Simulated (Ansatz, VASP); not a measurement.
# Two plane-wave programs on Pb

```
Pb
1.0
     3.55963    0.00000    0.00000
    -1.77982    3.08273    0.00000
     0.00000    0.00000   11.64275
Pb
4
Direct
  0.00000 0.00000 0.00000
  0.33333 0.66667 0.25000
  0.00000 0.00000 0.50000
  0.66667 0.33333 0.75000
```

Alike in both runs: functional PBE; k mesh 15 × 15 × 4; occupations gaussian, width 0.1 eV; no spin polarisation.

Ansatz relaxed the structure, and its values are those at the end. VASP's run is a single point on that final structure, the one shown.

|  | VASP | Ansatz |
| --- | --- | --- |
| version | VASP 6.6.1 | Ansatz 0.2.0 |
| potentials or method | VASP PAW PBE potentials, release 64 (Pb_d), cutoff 520 eV | scalar-relativistic, plane waves, PAW |
| valence electrons in the cell | 56 | 56 |

```csv
,VASP,Ansatz,Ansatz less VASP
gap on the k mesh at the Fermi level (eV),none,none,-
pressure (GPa),-0.1,0.0,+0.05
```

A gap of «none» marks a metal or a gap that the smearing closes. The functional is the same, so the differences come from potentials, cutoffs and numerics.

Spin-orbit coupling is off throughout.
